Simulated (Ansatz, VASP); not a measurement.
C in VASP and in Ansatz

```
C
1.0
    -2.41040    2.41040    2.41040
     2.41040   -2.41040    2.41040
     2.41040    2.41040   -2.41040
C
8
Direct
  0.35627 0.03080 0.06160
  0.67453 0.67453 0.67453
  0.00000 0.32547 0.00000
  0.00000 0.00000 0.32547
  0.00000 0.67453 0.00000
  0.32547 0.32547 0.32547
  0.67453 0.00000 0.00000
  0.00000 0.00000 0.67453
```

Alike in both runs: task single point; functional LDA; k mesh 8 × 8 × 8; occupations gaussian, width 0.05 eV; no spin polarisation.

```csv
,VASP,Ansatz
version,VASP 6.6.1,Ansatz 0.2.0
potentials or method,"VASP PAW LDA potentials, release 64 (C), cutoff 520 eV","scalar-relativistic, plane waves, PAW"
valence electrons in the cell,32,32
```

VASP gave:

```
gap on the k mesh at the Fermi level (eV)                     : 1.82
least direct gap on the mesh (eV)                             : 2.99
pressure (GPa)                                                : 3.1
traceless stress, the component that is largest in VASP (GPa) : 11.96
rms of the force components (eV/Å)                            : 1.642
```

Task: Which values does Ansatz return?

Result: gap on the k mesh at the Fermi level (eV): 1.83; least direct gap on the mesh (eV): 2.99; pressure (GPa): 2.0; traceless stress, the component that is largest in VASP (GPa): 11.85; rms of the force components (eV/Å): 1.634.

LDA's correlation is that of Perdew and Zunger in VASP and of Perdew and Wang (1992) in Ansatz. Atom by atom the forces differ by 0.031 eV/Å (rms over components).
